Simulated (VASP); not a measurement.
# Ca2HO2 in VASP: single point with LDA

Aim: the single point of Ca2HO2 with LDA.

Everything below comes from runs of VASP 6.6.1. Logs are shortened: lines on timing, memory, paths and dates and some standing lists are left out, and cuts for length are marked.

### Step 1. The cell of the first run

The cell holds a slab with vacuum, 5 atoms: a = 3.329 Å, b = 3.329 Å, c = 19.655 Å, α = 90.00°, β = 90.00°, γ = 120.00°.

### Step 2. Single point, LDA, collinear spin

The input, INCAR:

```
SYSTEM = Ca2HO2
  PREC = Accurate
  ENCUT = 520
  EDIFF = 1E-7
  ISMEAR = 0
  SIGMA = 0.05
  LREAL = .False.
  LASPH = .True.
  NELM = 150
  ALGO = Normal
  ISIF = 2
  LWAVE = .False.
  LCHARG = .True.
  ISPIN = 2
  MAGMOM = 0 0 0 0 1
  LORBIT = 11
  LDIPOL = .True.
  IDIPOL = 3
  DIPOL = 0.5 0.5 0.349
  GGA = CA
  LELF = .True.
  LVHAR = .True.
  LVACPOTAV = .True.
  NBANDS = 28
```

The input, KPOINTS:

```
Automatic mesh
0
Gamma
  9 9 1
  0 0 0
```

The input, POSCAR:

```
Ca2HO2
1.0
    3.3291210616      0.0000000000      0.0000000000
   -1.6645605308      2.8831034116      0.0000000000
    0.0000000000      0.0000000000     19.6554098218
O Ca H
2 2 1
Direct
    0.3333333333      0.6666666666      0.2035063138
    0.0000000000      0.0000000000      0.3640735492
    0.6666666667      0.3333333333      0.2726530778
    0.3333333333      0.6666666666      0.4149193477
    0.3333333333      1.1666666666      0.4883863468
```

Potentials or basis: VASP PAW LDA potentials, release 64 (O, Ca_sv, H).

Launch:

```
> cat potpaw_LDA.64/O/POTCAR potpaw_LDA.64/Ca_sv/POTCAR potpaw_LDA.64/H/POTCAR > POTCAR
> mpirun -np 1 vasp_std > vasp.out
```

OUTCAR:

```text
SYSTEM = Ca2HO2
   PREC = Accurate
   ENCUT = 520
   EDIFF = 1E-7
   ISMEAR = 0
   LREAL = .False.
   LASPH = .True.
   NELM = 150
   ISIF = 2
   ISPIN = 2
   LORBIT = 11
   GGA = CA

 ion  position               nearest neighbor table
   1  0.333  0.667  0.204-   3 2.35   3 2.35   3 2.35
   2  0.000  0.000  0.364-   4 2.17   4 2.17   4 2.17
   3  0.667  0.333  0.273-   1 2.35   1 2.35   1 2.35
   4  0.333  0.667  0.415-   2 2.17   2 2.17   2 2.17
   5  0.333  0.167  0.488-

  LATTYP: Found a hexagonal cell.
 ALAT       =     3.3291210616
 C/A-ratio  =     5.9040838282

  Lattice vectors:

 A1 = (   3.3291210616,   0.0000000000,   0.0000000000)
 A2 = (  -1.6645605308,   2.8831034116,   0.0000000000)
 A3 = (   0.0000000000,   0.0000000000,  19.6554098218)

Analysis of symmetry for initial positions (statically):
=====================================================================
 Subroutine PRICEL returns:
 Original cell was already a primitive cell.

 Routine SETGRP: Setting up the symmetry group for a
 hexagonal supercell.

 Subroutine GETGRP returns: Found  2 space group operations
 (whereof  2 operations were pure point group operations)
 out of a pool of 24 trial point group operations.

The static configuration has the point symmetry C_1h.

Analysis of symmetry for dynamics (positions and initial velocities):
=====================================================================
 Subroutine PRICEL returns:
 Original cell was already a primitive cell.

 Routine SETGRP: Setting up the symmetry group for a
 hexagonal supercell.

 Subroutine GETGRP returns: Found  2 space group operations
 (whereof  2 operations were pure point group operations)
 out of a pool of 24 trial point group operations.

The dynamic configuration has the point symmetry C_1h.

Analysis of structural, dynamic, and magnetic symmetry:
=====================================================================
 Subroutine PRICEL returns:
 Original cell was already a primitive cell.

 Routine SETGRP: Setting up the symmetry group for a
 hexagonal supercell.

 Subroutine GETGRP returns: Found  2 space group operations
 (whereof  2 operations were pure point group operations)
 out of a pool of 24 trial point group operations.

The overall configuration has the point symmetry C_1h.

 Subroutine INISYM returns: Found  2 space group operations
 (whereof  2 operations are pure point group operations),
 and found     1 'primitive' translations

----------------------------------------------------------------------------------------

                                     Primitive cell

  volume of cell :     188.6566

  direct lattice vectors                    reciprocal lattice vectors
     3.329121062  0.000000000  0.000000000     0.300379584  0.173424234  0.000000000
    -1.664560531  2.883103412  0.000000000     0.000000000  0.346848468  0.000000000
     0.000000000  0.000000000 19.655409822     0.000000000  0.000000000  0.050876578

  length of vectors
     3.329121062  3.329121062 19.655409822     0.346848468  0.346848468  0.050876578

  position of ions in fractional coordinates (direct lattice)
     0.333333333  0.666666667  0.203506314
     0.000000000  0.000000000  0.364073549
     0.666666667  0.333333333  0.272653078
     0.333333333  0.666666667  0.414919348
     0.333333333  0.166666667  0.488386347

  ion indices of the primitive-cell ions
   primitive index   ion index
                 1           1
                 2           2
                 3           3
                 4           4
                 5           5

----------------------------------------------------------------------------------------

 KPOINTS: Automatic mesh

Automatic generation of k-mesh.
 Grid dimensions read from file:
 generate k-points for:    9    9    1

 Generating k-lattice:

  Cartesian coordinates                     Fractional coordinates (reciprocal lattice)
     0.033375509  0.019269359  0.000000000     0.111111111  0.000000000  0.000000000
     0.000000000  0.038538719  0.000000000     0.000000000  0.111111111  0.000000000
     0.000000000  0.000000000  0.050876578     0.000000000  0.000000000  1.000000000

  Length of vectors
     0.038538719  0.038538719  0.050876578

  Shift w.r.t. Gamma in fractional coordinates (k-lattice)
     0.000000000  0.000000000  0.000000000

 Subroutine IBZKPT returns following result:
 ===========================================

 Found     25 irreducible k-points:

 Following reciprocal coordinates:
            Coordinates               Weight
  0.000000  0.000000  0.000000      1.000000
  0.111111 -0.000000  0.000000      2.000000
  0.000000  0.111111  0.000000      4.000000
  0.222222  0.000000  0.000000      2.000000
  0.000000  0.222222  0.000000      4.000000
  0.333333  0.000000  0.000000      2.000000
[... 16 lines left out ...]
 -0.222222 -0.444444  0.000000      4.000000
  0.444444  0.333333  0.000000      4.000000
   k-points           NKPTS =     25   k-points in BZ     NKDIM =     25   number of bands    NBANDS=     28
   number of dos      NEDOS =    301   number of ions     NIONS =      5
   total plane-waves  NPLWV = 117600
   dimension x,y,z NGX =    28 NGY =   28 NGZ =  150
   dimension x,y,z NGXF=    56 NGYF=   56 NGZF=  300
   ions per type =               2   2   1
   NGX,Y,Z   is equivalent  to a cutoff of  13.98, 13.98, 12.69 a.u.
   NGXF,Y,Z  is equivalent  to a cutoff of  27.96, 27.96, 25.37 a.u.
 SYSTEM =  Ca2HO2
   PREC   = accura    normal or accurate (medium, high low for compatibility)
   ISTART =      0    job   : 0-new  1-cont  2-samecut
   ICHARG =      2    charge: 1-file 2-atom 10-const
   ISPIN  =      2    spin polarized calculation?
   LNONCOLLINEAR =      F non collinear calculations
   LSORBIT =      F    spin-orbit coupling
   LASPH  =      T    aspherical Exc in radial PAW
   ENCUT  =  520.0 eV  38.22 Ry    6.18 a.u.   6.19  6.19 36.55*2*pi/ulx,y,z
   NELM   =    150;   NELMIN=  2; NELMDL= -5     # of ELM steps
   EDIFF  = 0.1E-06   stopping-criterion for ELM
   LREAL  =      F    real-space projection
   EDIFFG = 0.1E-05   stopping-criterion for IOM
   NSW    =      0    number of steps for IOM
   IBRION =     -1    ionic relax: 0-MD 1-quasi-New 2-CG
   NFREE  =      0    steps in history (QN), initial steepest desc. (CG)
   ISIF   =      2    stress and relaxation
   ISYM   =      2    0-nonsym 1-usesym 2-fastsym
   POTIM  = 0.5000    time-step for ionic-motion
   TEBEG  =    0.0;   TEEND  =   0.0 temperature during run
   PSTRESS=    0.0 pullay stress
   NELECT =      33.0000    total number of electrons
   NUPDOWN=      -1.0000    fix difference up-down
   EMIN   =  10.00;   EMAX   =-10.00  energy-range for DOS
   EFERMI =   0.00;   METHOD = LEGACY
   ISMEAR =     0;   SIGMA  =   0.05  broadening in eV -4-tet -1-fermi 0-gaus
   EFERMI_NEDOS =   21; number of points for ismear=-14 and -15
   IALGO  =     38    algorithm
   IMIX   =      4    mixing-type and parameters
     AMIX     =   0.40;   BMIX     =  1.00
     AMIX_MAG =   1.60;   BMIX_MAG =  1.00
  volume/ion in A,a.u.               =      37.73       254.62
  Fermi-wavevector in a.u.,A,eV,Ry     =   0.915564  1.730166 11.405192  0.838258
  Thomas-Fermi vector in A             =   2.040320
   LORBIT       =     11    0 simple, 1 ext, 2 COOP (PROOUT), +10 PAW based schemes
   GGA     = CA    functional components
   LHFCALC =     F    Hartree Fock is set to
   AEXX    =    0.0000 exact exchange contribution
   IVDW    =     0    specifies the selected vdW correction
   LEPSILON=     F    determine dielectric tensor
   LRPA    =     F    only Hartree local field effects (RPA)
 spin polarized calculation
 Gauss-broadening in eV      SIGMA  =   0.05
  energy-cutoff  :      520.00
  volume of cell :      188.66
 maximum number of plane-waves:      5112
 NGX is ok and might be reduce to    28
   NGX = 13   NGY = 13   NGZ = 73

 dipolmoment           0.000000      0.000000      0.015344 electrons x Angstroem

 number of electron      33.0000002 magnetization       0.2941217

 dipolmoment           0.000000      0.000000     -0.155380 electrons x Angstroem

 Free energy of the ion-electron system (eV)
  ---------------------------------------------------
  ext. energy  EPLUGINS =         0.00000000
  ---------------------------------------------------
  free energy    TOTEN  =       -26.08856549 eV

  energy without entropy =      -26.07415355  energy(sigma->0) =      -26.08135952

 E-fermi :  -4.9103     XC(G=0):  -4.3009

 val. band max:       -4.9133612030   @ k =   0.0000   0.3333   0.0000
 cond. band min:      -4.9084030162   @ k =   0.2222   0.1111   0.0000
 fundamental gap:      0.0049581868
 Fermi energy:        -4.9103459448

 spin component 1

 k-point     1 :       0.0000    0.0000    0.0000
  band No.  band energies     occupation
      1     -42.7978      1.00000
      2     -42.6909      1.00000
      3     -24.7783      1.00000
      4     -24.0681      1.00000
      5     -23.8990      1.00000
      6     -23.8934      1.00000
[... 20 lines left out ...]
     27       2.6615      0.00000
[... 691 lines left out ...]
      6     -24.1738      1.00000
[... 20 lines left out ...]
     27       4.2857      0.00000
     28       4.7617      0.00000

 [... further k-points ...]

 spin component 2

 k-point     1 :       0.0000    0.0000    0.0000
  band No.  band energies     occupation
      1     -42.7967      1.00000
      2     -42.6770      1.00000
      3     -24.7625      1.00000
      4     -24.0610      1.00000
      5     -23.8980      1.00000
      6     -23.8930      1.00000
[... 20 lines left out ...]
     27       2.6819      0.00000
[... 691 lines left out ...]
      6     -24.1683      1.00000
[... 20 lines left out ...]
     27       4.3310      0.00000
     28       4.8344      0.00000

 [... further k-points ...]
[... 5 lines left out ...]
  --------------------------------------------------------------------------------------
  -------------------------------------------------------------------------------------
  Total        1.1061321      1.7265481     -3.2782942     -0.5372960      0.2434177      0.4216118
  in kB        9.3938944     14.6628145    -27.8411136     -4.5630187      2.0672394      3.5805639
  external PRESSURE =      -1.2614682 kB  Pullay stress =       0.0000000 kB

 VOLUME and BASIS-vectors are now :
 -----------------------------------------------------------------------------
  energy-cutoff  :      520.00
  volume of cell :      188.66
      direct lattice vectors                 reciprocal lattice vectors
     3.329121062  0.000000000  0.000000000     0.300379584  0.173424234  0.000000000
    -1.664560531  2.883103412  0.000000000     0.000000000  0.346848468  0.000000000
     0.000000000  0.000000000 19.655409822     0.000000000  0.000000000  0.050876578

 POSITION                                       TOTAL-FORCE (eV/Angst)
 -----------------------------------------------------------------------------------
     -0.00000      1.92207      4.00000         0.007232      0.004175      2.562004
      0.00000      0.00000      7.15601        -0.221382     -0.127815     -1.887844
      1.66456      0.96103      5.35911        -0.002689     -0.001552     -1.954991
     -0.00000      1.92207      8.15541         0.062403      0.036029      1.232808
      0.83228      0.48052      9.59943         0.154435      0.089163      0.048023
 -----------------------------------------------------------------------------------
    total drift:                               -0.000002     -0.000000      0.000455

  FREE ENERGIE OF THE ION-ELECTRON SYSTEM (eV)
  ---------------------------------------------------
  free  energy   TOTEN  =       -26.0885654945 eV

  energy  without entropy=      -26.0741535521  energy(sigma->0) =      -26.08135952

 vacuum level on the upper side and lower side of the slab         2.057         4.987

 total charge

# of ion       s       p       d       tot
------------------------------------------
    1        1.580   3.195   0.000   4.775
    2        1.549   3.449   0.000   4.999
    3        2.045   5.854   0.299   8.198
    4        2.060   5.884   0.394   8.338
    5        0.470   0.002   0.000   0.472
--------------------------------------------------
tot          7.705  18.384   0.693  26.782

 magnetization (x)

# of ion       s       p       d       tot
------------------------------------------
    1        0.000  -0.000   0.000  -0.000
    2        0.000   0.023   0.000   0.024
    3        0.000   0.000  -0.001  -0.000
    4        0.000   0.007   0.009   0.016
    5        0.100   0.000   0.000   0.100
--------------------------------------------------
tot          0.100   0.030   0.008   0.139
```

Run time: 17 min. Hardware: 1 thread of Intel Xeon 8259CL, shared host; peak memory 0.42 GiB.

Results:

* Free energy: -26.0886 eV
* Largest force: 2.562 eV/Å
* Net moment: 0.29 μB per cell
* Site moments: O -0.00, +0.02; Ca -0.00, +0.02; H +0.10 μB
* Valence electrons inside the program's atomic spheres: O 4.78, 5.00; Ca 8.20, 8.34; H 0.47

Forces in eV/Å, atoms in the order of the input:
```
O    0.007  0.004  2.562
O   -0.221 -0.128 -1.888
Ca  -0.003 -0.002 -1.955
Ca   0.062  0.036  1.233
H    0.154  0.089  0.048
```

Caveat: a moment this small can come from the mesh or the smearing.
